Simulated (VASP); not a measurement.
Here is a VASP 6.6.1 calculation.

Contents of POSCAR:

```
CuAu3
1.0
    3.9846835400      0.0000000000      0.0000000000
    0.0000000000      3.9846835400      0.0000000000
    0.0000000000      0.0000000000      3.9846835400
Cu Au
1 3
Direct
    0.0000000000      0.0000000000      0.0000000000
    0.0000000000      0.5000000000      0.5000000000
    0.5000000000      0.0000000000      0.5000000000
    0.5000000000      0.5000000000      0.0000000000
```

Contents of INCAR.step1:

```
SYSTEM = CuAu3
ALGO     = Normal         ! electronic algorithm
EDIFF    = 1E-4           ! SCF threshold, eV
ENCUT    = 520            ! plane-wave cutoff, eV
GGA      = PE             ! functional
ISMEAR   = -1             ! smearing method
LASPH    = .TRUE.         ! aspherical terms in the spheres
LCHARG   = .FALSE.        ! write CHGCAR
LREAL    = .FALSE.        ! projectors in reciprocal space
LWAVE    = .TRUE.         ! write WAVECAR
NBANDS   = 30             ! bands
NELM     = 80             ! most SCF steps
PREC     = Accurate       ! precision mode
SIGMA    = 0.1            ! smearing width, eV
```

INCAR.step2

```
SYSTEM = CuAu3
ALGO     = Normal         ! electronic algorithm
EDIFF    = 1E-7           ! SCF threshold, eV
ENCUT    = 520            ! plane-wave cutoff, eV
ISIF     = 2              ! what is computed and relaxed
ISMEAR   = -1             ! smearing method
ISTART   = 1            
LASPH    = .TRUE.         ! aspherical terms in the spheres
LCHARG   = .TRUE.         ! write CHGCAR
LELF     = .TRUE.         ! ELF
LMIXTAU  = .TRUE.       
LREAL    = .FALSE.        ! projectors in reciprocal space
LVHAR    = .TRUE.       
LWAVE    = .FALSE.        ! write WAVECAR
METAGGA  = R2SCAN         ! meta-GGA
NBANDS   = 30             ! bands
NELM     = 80             ! most SCF steps
PREC     = Accurate       ! precision mode
SIGMA    = 0.1            ! smearing width, eV
```

File KPOINTS:

```
k-points
0
G
  8 8 8
  0 0 0
```

Potentials or basis: VASP PAW PBE potentials, release 64 (Cu, Au).

Run with:

```console
$ cat potpaw_PBE.64/Cu/POTCAR potpaw_PBE.64/Au/POTCAR > POTCAR
$ cp INCAR.step1 INCAR
$ mpirun -np 1 vasp_std > vasp.out
$ cp INCAR.step2 INCAR
$ mpirun -np 1 vasp_std > vasp.out
```

**Question.** Predict the pressure.

**Answer.** 3.7 GPa.

**Question.** Predict the band gap on the k mesh.

**Answer.** Zero (bands 22 and 23 overlap by 2.11 eV).

Caveat: the cell stands under pressure; the PAW data sets were made with another functional, which shifts forces and pressure a little; spin-orbit coupling is left out, which moves the levels of the heavy elements.
